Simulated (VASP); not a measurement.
Set up this calculation in VASP 6.6.1, as the native input.

| Property | Result |
| --- | --- |
| Task | single point |
| Functional | PBE |
| Dispersion | D3(BJ) |
| Potentials or basis | VASP PAW PBE potentials, release 64 (Pb_d, S) |
| Cutoff | 520 eV |
| k mesh | 12 × 12 × 12 |
| Occupations | gaussian, width 0.02 eV |
| Spin | no spin polarisation |
| Dipole correction | no |
| Further INCAR settings | ALGO = Normal; EDIFF = 1e-07; NBANDS = 17 |

The structure of PbS lies in POSCAR:

```
PbS
1.0
    2.1510662815      1.2419186967      3.5855463077
   -2.1510662815      1.2419186967      3.5855463077
    0.0000000000     -2.4838373934      3.5855463077
Pb S
1 1
Direct
    0.9896114719      0.9896114719      0.9896114719
    0.4659898581      0.4659898581      0.4659898581
```

This cell differs from its parent crystal: volume scaled by 1.10, then relaxed in part.

The input as run:

INCAR

```
SYSTEM = PbS
  PREC = Accurate
  ENCUT = 520
  EDIFF = 1E-7
  ISMEAR = 0
  SIGMA = 0.02
  LREAL = .False.
  LASPH = .True.
  NELM = 100
  ALGO = Normal
  ISIF = 2
  LWAVE = .False.
  LCHARG = .False.
  GGA = PE
  IVDW = 12
  NBANDS = 17
```

KPOINTS

```
regular mesh
0
Gamma
  12 12 12
  0 0 0
```

Potentials or basis: VASP PAW PBE potentials, release 64 (Pb_d, S).

Run with:

```bash
$ cat potpaw_PBE.64/Pb_d/POTCAR potpaw_PBE.64/S/POTCAR > POTCAR
$ mpirun -np 1 vasp_std > vasp.out
```

It gave:

The pressure is -2.9 GPa and the band gap on the k mesh is 0.83 eV, direct. The dispersion energy per atom is -0.317 eV.

Caveat: spin-orbit coupling is left out, which moves the levels of the heavy elements.

It took 52 s on 1 thread of Intel(R) Xeon(R) 6975P-C (Granite Rapids), on a shared host, peak memory 0.32 GiB.
